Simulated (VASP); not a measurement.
# Ag3Au (Pm-3m) in VASP: further runs

The runs below take Ag3Au through single point, with LDA.

Program: VASP 6.6.1. These are calculated values, not measurements. Logs are shortened: lines on timing, memory, paths and dates and some standing lists are left out, and cuts for length are marked.

## Step 1: The cell of the first run

The structure is cubic, space group Pm-3m (No. 221). The conventional cell has a = 4.111 Å, b = 4.111 Å, c = 4.111 Å, α = 90.00°, β = 90.00°, γ = 90.00°. Within 3.8 Å of Ag (site symmetry 4/mmm) lie 8 Ag at 2.91 Å and 4 Au at 2.91 Å. Within 3.8 Å of Au (site symmetry m-3m) lie 12 Ag at 2.91 Å.

## Step 2: Single point, LDA

File INCAR:

```
  PREC = Accurate
  ENCUT = 500
  EDIFF = 1E-6
  ISMEAR = -1
  SIGMA = 0.02
  LREAL = F
  LASPH = T
  NELM = 120
  ALGO = Normal
  ISIF = 2
  LWAVE = F
  LCHARG = F
  NBANDS = 30
  GGA_COMPAT = F
```

File KPOINTS:

```
Automatic mesh
0
Gamma
  2 2 2
```

File POSCAR:

```
Ag3Au
1.0
    4.1110932000      0.0000000000      0.0000000000
    0.0000000000      4.1110932000      0.0000000000
    0.0000000000      0.0000000000      4.1110932000
Ag Au
3 1
Direct
    0.5000000000      0.0000000000      0.5000000000
    0.0000000000      0.5000000000      0.5000000000
    0.5000000000      0.5000000000      0.0000000000
    0.0000000000      0.0000000000      0.0000000000
```

Potentials or basis: VASP PAW LDA potentials, release 64 (Ag, Au).

Command:

```bash
$ cat potpaw_LDA.64/Ag/POTCAR potpaw_LDA.64/Au/POTCAR > POTCAR
$ mpirun -np 1 vasp_std > vasp.out
```

OUTCAR:

```text
PREC = Accurate
   ENCUT = 500
   EDIFF = 1E-6
   ISMEAR = -1
   LREAL = F
   LASPH = T
   NELM = 120
   ISIF = 2

 ion  position               nearest neighbor table
   1  0.500  0.000  0.500-   2 2.91   3 2.91   4 2.91   3 2.91   4 2.91   2 2.91   3 2.91   3 2.91
                             2 2.91   4 2.91   4 2.91   2 2.91
   2  0.000  0.500  0.500-   1 2.91   3 2.91   4 2.91   3 2.91   4 2.91   1 2.91   4 2.91   4 2.91
                             1 2.91   3 2.91   3 2.91   1 2.91
   3  0.500  0.500  0.000-   1 2.91   2 2.91   4 2.91   1 2.91   2 2.91   1 2.91   4 2.91   1 2.91
                             2 2.91   4 2.91   2 2.91   4 2.91
   4  0.000  0.000  0.000-   1 2.91   2 2.91   3 2.91   1 2.91   2 2.91   2 2.91   3 2.91   2 2.91
                             1 2.91   3 2.91   1 2.91   3 2.91

  LATTYP: Found a simple cubic cell.
 ALAT       =     4.1110932000

  Lattice vectors:

 A1 = (   4.1110932000,   0.0000000000,   0.0000000000)
 A2 = (   0.0000000000,   4.1110932000,   0.0000000000)
 A3 = (   0.0000000000,   0.0000000000,   4.1110932000)

Analysis of symmetry for initial positions (statically):
=====================================================================
 Subroutine PRICEL returns:
 Original cell was already a primitive cell.

 Routine SETGRP: Setting up the symmetry group for a
 simple cubic supercell.

 Subroutine GETGRP returns: Found 48 space group operations
 (whereof 48 operations were pure point group operations)
 out of a pool of 48 trial point group operations.

The static configuration has the point symmetry O_h .

Analysis of symmetry for dynamics (positions and initial velocities):
=====================================================================
 Subroutine PRICEL returns:
 Original cell was already a primitive cell.

 Routine SETGRP: Setting up the symmetry group for a
 simple cubic supercell.

 Subroutine GETGRP returns: Found 48 space group operations
 (whereof 48 operations were pure point group operations)
 out of a pool of 48 trial point group operations.

The dynamic configuration has the point symmetry O_h .

 Subroutine INISYM returns: Found 48 space group operations
 (whereof 48 operations are pure point group operations),
 and found     1 'primitive' translations

----------------------------------------------------------------------------------------

                                     Primitive cell

  volume of cell :      69.4819

  direct lattice vectors                    reciprocal lattice vectors
     4.111093200  0.000000000  0.000000000     0.243244303  0.000000000  0.000000000
     0.000000000  4.111093200  0.000000000     0.000000000  0.243244303  0.000000000
     0.000000000  0.000000000  4.111093200     0.000000000  0.000000000  0.243244303

  length of vectors
     4.111093200  4.111093200  4.111093200     0.243244303  0.243244303  0.243244303

  position of ions in fractional coordinates (direct lattice)
     0.500000000  0.000000000  0.500000000
     0.000000000  0.500000000  0.500000000
     0.500000000  0.500000000  0.000000000
     0.000000000  0.000000000  0.000000000

  ion indices of the primitive-cell ions
   primitive index   ion index
                 1           1
                 2           2
                 3           3
                 4           4

----------------------------------------------------------------------------------------

 KPOINTS: Automatic mesh

Automatic generation of k-mesh.
 Grid dimensions read from file:
 generate k-points for:    2    2    2

 Generating k-lattice:

  Cartesian coordinates                     Fractional coordinates (reciprocal lattice)
     0.121622151  0.000000000  0.000000000     0.500000000  0.000000000  0.000000000
     0.000000000  0.121622151  0.000000000     0.000000000  0.500000000  0.000000000
     0.000000000  0.000000000  0.121622151     0.000000000  0.000000000  0.500000000

  Length of vectors
     0.121622151  0.121622151  0.121622151

  Shift w.r.t. Gamma in fractional coordinates (k-lattice)
     0.000000000  0.000000000  0.000000000

 Subroutine IBZKPT returns following result:
 ===========================================

 Found      4 irreducible k-points:

 Following reciprocal coordinates:
            Coordinates               Weight
  0.000000  0.000000  0.000000      1.000000
  0.500000  0.000000  0.000000      3.000000
  0.500000  0.500000  0.000000      3.000000
  0.500000  0.500000  0.500000      1.000000
   k-points           NKPTS =      4   k-points in BZ     NKDIM =      4   number of bands    NBANDS=     30
   number of dos      NEDOS =    301   number of ions     NIONS =      4
   total plane-waves  NPLWV =  27000
   dimension x,y,z NGX =    30 NGY =   30 NGZ =   30
   dimension x,y,z NGXF=    60 NGYF=   60 NGZF=   60
   ions per type =               3   1
   NGX,Y,Z   is equivalent  to a cutoff of  12.13, 12.13, 12.13 a.u.
   NGXF,Y,Z  is equivalent  to a cutoff of  24.26, 24.26, 24.26 a.u.
 SYSTEM =  unknown system
   PREC   = accura    normal or accurate (medium, high low for compatibility)
   ISTART =      0    job   : 0-new  1-cont  2-samecut
   ICHARG =      2    charge: 1-file 2-atom 10-const
   ISPIN  =      1    spin polarized calculation?
   LNONCOLLINEAR =      F non collinear calculations
   LSORBIT =      F    spin-orbit coupling
   LASPH  =      T    aspherical Exc in radial PAW
   ENCUT  =  500.0 eV  36.75 Ry    6.06 a.u.   7.50  7.50  7.50*2*pi/ulx,y,z
   NELM   =    120;   NELMIN=  2; NELMDL= -5     # of ELM steps
   EDIFF  = 0.1E-05   stopping-criterion for ELM
   LREAL  =      F    real-space projection
   EDIFFG = 0.1E-04   stopping-criterion for IOM
   NSW    =      0    number of steps for IOM
   IBRION =     -1    ionic relax: 0-MD 1-quasi-New 2-CG
   NFREE  =      0    steps in history (QN), initial steepest desc. (CG)
   ISIF   =      2    stress and relaxation
   ISYM   =      2    0-nonsym 1-usesym 2-fastsym
   POTIM  = 0.5000    time-step for ionic-motion
   TEBEG  =    0.0;   TEEND  =   0.0 temperature during run
   PSTRESS=    0.0 pullay stress
   NELECT =      44.0000    total number of electrons
   NUPDOWN=      -1.0000    fix difference up-down
   EMIN   =  10.00;   EMAX   =-10.00  energy-range for DOS
   EFERMI =   0.00;   METHOD = LEGACY
   ISMEAR =    -1;   SIGMA  =   0.02  broadening in eV -4-tet -1-fermi 0-gaus
   EFERMI_NEDOS =   21; number of points for ismear=-14 and -15
   IALGO  =     38    algorithm
   IMIX   =      4    mixing-type and parameters
     AMIX     =   0.40;   BMIX     =  1.00
     AMIX_MAG =   1.60;   BMIX_MAG =  1.00
  volume/ion in A,a.u.               =      17.37       117.22
  Fermi-wavevector in a.u.,A,eV,Ry     =   1.405837  2.656647 26.890263  1.976379
  Thomas-Fermi vector in A             =   2.528258
   LORBIT       =      0    0 simple, 1 ext, 2 COOP (PROOUT), +10 PAW based schemes
   GGA     = CA    functional components
   LHFCALC =     F    Hartree Fock is set to
   AEXX    =    0.0000 exact exchange contribution
   IVDW    =     0    specifies the selected vdW correction
   LEPSILON=     F    determine dielectric tensor
   LRPA    =     F    only Hartree local field effects (RPA)
 non-spin polarized calculation
  energy-cutoff  :      500.00
  volume of cell :       69.48
 maximum number of plane-waves:      1791
 NGX is ok and might be reduce to    30
   NGX = 15   NGY = 15   NGZ = 15

 number of electron      44.0000023 magnetization

 Free energy of the ion-electron system (eV)
  ---------------------------------------------------
  ext. energy  EPLUGINS =         0.00000000
  ---------------------------------------------------
  free energy    TOTEN  =       -14.89185275 eV

  energy without entropy =      -14.86445024  energy(sigma->0) =      -14.87815150

 E-fermi :   7.6254     XC(G=0): -12.5636

 val. band max:        7.5981103889   @ k =   0.5000   0.5000   0.0000
 cond. band min:       7.6370381601   @ k =   0.5000   0.5000   0.5000
 fundamental gap:      0.0389277712
 Fermi energy:         7.6254282358

 k-point     1 :       0.0000    0.0000    0.0000
  band No.  band energies     occupation
      1      -0.1053      2.00000
      2       1.7778      2.00000
      3       1.7918      2.00000
      4       1.7918      2.00000
      5       1.9600      2.00000
      6       1.9600      2.00000
[... 22 lines left out ...]
     29      18.4439      0.00000
     30      18.4439      0.00000

 k-point     2 :       0.5000    0.0000    0.0000
  band No.  band energies     occupation
      1       1.6580      2.00000
      2       2.2218      2.00000
      3       2.5872      2.00000
      4       2.6236      2.00000
      5       2.6718      2.00000
      6       2.7423      2.00000
[... 22 lines left out ...]
     29      16.1901      0.00000
     30      17.0247      0.00000

 k-point     3 :       0.5000    0.5000    0.0000
  band No.  band energies     occupation
      1       2.5194      2.00000
      2       2.8376      2.00000
      3       2.9320      2.00000
      4       2.9320      2.00000
      5       3.1669      2.00000
      6       3.1669      2.00000
[... 22 lines left out ...]
     29      17.2298      0.00000
     30      17.4383      0.00000

 k-point     4 :       0.5000    0.5000    0.5000
  band No.  band energies     occupation
      1       1.5259      2.00000
      2       1.7958      2.00000
      3       1.7958      2.00000
      4       1.7958      2.00000
      5       3.4977      2.00000
      6       3.4977      2.00000
[... 22 lines left out ...]
     29      23.0463      0.00000
     30      23.0489      0.00000

------------------------ aborting loop because EDIFF is reached ----------------------------------------

  FORCE on cell =-STRESS in cart. coord.  units (eV):
  Direction    XX          YY          ZZ          XY          YZ          ZX
  --------------------------------------------------------------------------------------
  -------------------------------------------------------------------------------------
  Total       -1.7497798     -1.7497798     -1.7497798      0.0000000      0.0000000     -0.0000000
  in kB      -40.3479993    -40.3479993    -40.3479993      0.0000000      0.0000000     -0.0000000
  external PRESSURE =     -40.3479993 kB  Pullay stress =       0.0000000 kB

 VOLUME and BASIS-vectors are now :
 -----------------------------------------------------------------------------
  energy-cutoff  :      500.00
  volume of cell :       69.48
      direct lattice vectors                 reciprocal lattice vectors
     4.111093200  0.000000000  0.000000000     0.243244303  0.000000000  0.000000000
     0.000000000  4.111093200  0.000000000     0.000000000  0.243244303  0.000000000
     0.000000000  0.000000000  4.111093200     0.000000000  0.000000000  0.243244303

 POSITION                                       TOTAL-FORCE (eV/Angst)
 -----------------------------------------------------------------------------------
      2.05555      0.00000      2.05555         0.000000      0.000000      0.000000
      0.00000      2.05555      2.05555         0.000000      0.000000      0.000000
      2.05555      2.05555      0.00000         0.000000      0.000000      0.000000
      0.00000      0.00000      0.00000         0.000000      0.000000      0.000000
 -----------------------------------------------------------------------------------
    total drift:                                0.000000      0.000000     -0.000000

  FREE ENERGIE OF THE ION-ELECTRON SYSTEM (eV)
  ---------------------------------------------------
  free  energy   TOTEN  =       -14.8918527496 eV

  energy  without entropy=      -14.8644502447  energy(sigma->0) =      -14.87815150
```

It took 5.5 s on 1 thread of AMD EPYC 9R14 (Zen 4), shared host; peak memory 0.11 GiB.

Results:

```
Free energy            : -14.8919 eV
Pressure               : -4.0 GPa
Band gap on the k mesh : zero (band 22 reaches 9.58 eV, above the bottom of band 23 at 7.60 eV)
```

Caveat: the k points lie up to 0.76 Å⁻¹ apart; spin-orbit coupling is left out, which moves the levels of the heavy elements.

## Step 3: Single point, LDA

File INCAR:

```
PREC     = Accurate       # precision mode
ENCUT    = 500            # plane-wave cutoff, eV
EDIFF    = 1E-6           # SCF threshold, eV
ISMEAR   = -1             # smearing method
SIGMA    = 0.02           # smearing width, eV
LREAL    = False          # projectors in reciprocal space
LASPH    = True           # aspherical terms in the spheres
NELM     = 120            # most SCF steps
ALGO     = Normal         # electronic algorithm
ISIF     = 2              # what is computed and relaxed
LWAVE    = False          # write WAVECAR
LCHARG   = True           # write CHGCAR
GGA      = CA             # functional
LELF     = True           # ELF
LVHAR    = True         
NBANDS   = 30             # bands
GGA_COMPAT= False
```

File KPOINTS:

```
Automatic mesh
0
Gamma
  3 3 3
```

POSCAR is that of step 2.

Potentials or basis: VASP PAW LDA potentials, release 64 (Ag, Au).

Command:

```bash
$ cat potpaw_LDA.64/Ag/POTCAR potpaw_LDA.64/Au/POTCAR > POTCAR
$ mpirun -np 1 vasp_std > vasp.out
```

It took 5.1 s on 1 thread of AMD EPYC 9R14 (Zen 4), shared host; peak memory 0.11 GiB.

The run converged. Its results:

```
Free energy            : -15.3212 eV
Pressure               : -6.7 GPa
Band gap on the k mesh : zero (band 22 reaches 9.58 eV, above the bottom of band 23 at 7.92 eV)
```

Levels at points of the mesh, in eV from the Fermi level:
```tsv
k point	band 19	band 20	band 21	band 22	band 23	band 24
(0.00, 0.00, 0.00)	-1.96	-1.96	-1.96	1.63	1.63	1.63
```

Caveat: the k points lie up to 0.51 Å⁻¹ apart; spin-orbit coupling is left out, which moves the levels of the heavy elements.

## Step 4: Single point, LDA

File INCAR:

```
PREC = Accurate
ENCUT = 500
EDIFF = 1E-6
ISMEAR = -1
SIGMA = 0.02
LREAL = False
LASPH = True
NELM = 120
ALGO = Normal
ISIF = 2
LWAVE = False
LCHARG = False
GGA = CA
NBANDS = 30
GGA_COMPAT = False
```

File KPOINTS:

```
Automatic mesh
0
Gamma
  4 4 4
```

POSCAR is that of step 3.

Command:

```bash
$ cat potpaw_LDA.64/Ag/POTCAR potpaw_LDA.64/Au/POTCAR > POTCAR
$ mpirun -np 1 vasp_std > vasp.out
```

It took 8.6 s on 1 thread of AMD EPYC 9R14 (Zen 4), shared host; peak memory 0.12 GiB.

Results (log left out):

| Property | Result |
| --- | --- |
| Free energy | -15.7443 eV |
| Pressure | -9.4 GPa |
| Band gap on the k mesh | zero (band 22 reaches 9.57 eV, above the bottom of band 23 at 7.52 eV) |

Levels at points of the mesh, in eV from the Fermi level:
```
           k point  band 18  band 19  band 20  band 21  band 22  band 23  band 24  band 25  band 26  band 27
(0.00, 0.00, 0.00)    -2.61    -2.24    -2.24    -2.24     1.39     1.39     1.39     5.24     6.95     6.95
(0.50, 0.00, 0.00)    -3.44    -3.38    -3.01    -2.76    -2.24     5.65     5.65     5.73     6.13     6.13
(0.50, 0.50, 0.00)    -3.69    -3.44    -3.44    -0.98    -0.67    -0.67    -0.02     8.59     8.97     8.97
(0.50, 0.50, 0.50)    -2.60    -2.56    -2.56    -0.58    -0.58    -0.58    -0.46     1.84     3.81     3.81
```

Caveat: the k points lie up to 0.38 Å⁻¹ apart; spin-orbit coupling is left out, which moves the levels of the heavy elements.

## Step 5: Single point, LDA

File INCAR:

```
SYSTEM = Ag3Au
  PREC = Accurate
  ENCUT = 500
  EDIFF = 1E-6
  ISMEAR = -1
  SIGMA = 0.02
  LREAL = .FALSE.
  LASPH = .TRUE.
  NELM = 120
  ALGO = Normal
  ISIF = 2
  LWAVE = .FALSE.
  LCHARG = .FALSE.
  GGA = CA
  NBANDS = 30
  GGA_COMPAT = .FALSE.
```

File KPOINTS:

```
Automatic mesh
0
G
  5 5 5
  0 0 0
```

POSCAR is that of step 4.

Command:

```bash
$ cat potpaw_LDA.64/Ag/POTCAR potpaw_LDA.64/Au/POTCAR > POTCAR
$ mpirun -np 1 vasp_std > vasp.out
```

Run time: 11 s. Hardware: 1 thread of AMD EPYC 9R14 (Zen 4), shared host; peak memory 0.12 GiB.

The run converged. Its results:

```yaml
Free_energy: -15.7255 eV
Pressure: -8.0 GPa
Band_gap_on_the_k_mesh: zero (band 22 reaches 9.58 eV, above the bottom of band 23 at 7.76 eV)
```

Levels at points of the mesh, in eV from the Fermi level:
| k point | band 19 | band 20 | band 21 | band 22 | band 23 | band 24 | band 25 | band 26 |
| --- | --- | --- | --- | --- | --- | --- | --- | --- |
| (0.00, 0.00, 0.00) | -1.90 | -1.90 | -1.90 | 1.68 | 1.68 | 1.68 | 5.54 | 7.25 |

Caveat: spin-orbit coupling is left out, which moves the levels of the heavy elements.

## Step 6: Summary

```csv
k mesh,gap on the mesh (eV),pressure (GPa)
2 × 2 × 2,none,-4.0
3 × 3 × 3,none,-6.7
4 × 4 × 4,none,-9.4
5 × 5 × 5,none,-8.0
```

Alike in all rows: task single point; level LDA; potentials or basis VASP PAW LDA potentials, release 64 (Ag, Au); no spin polarisation; cell as given; cutoff (eV) 500; smearing fermi-dirac 0.02 eV.

Caveats: some runs use coarse meshes; spin-orbit coupling is left out, which moves the levels of the heavy elements.

Absolute energies hang on the potentials; compare differences alone.
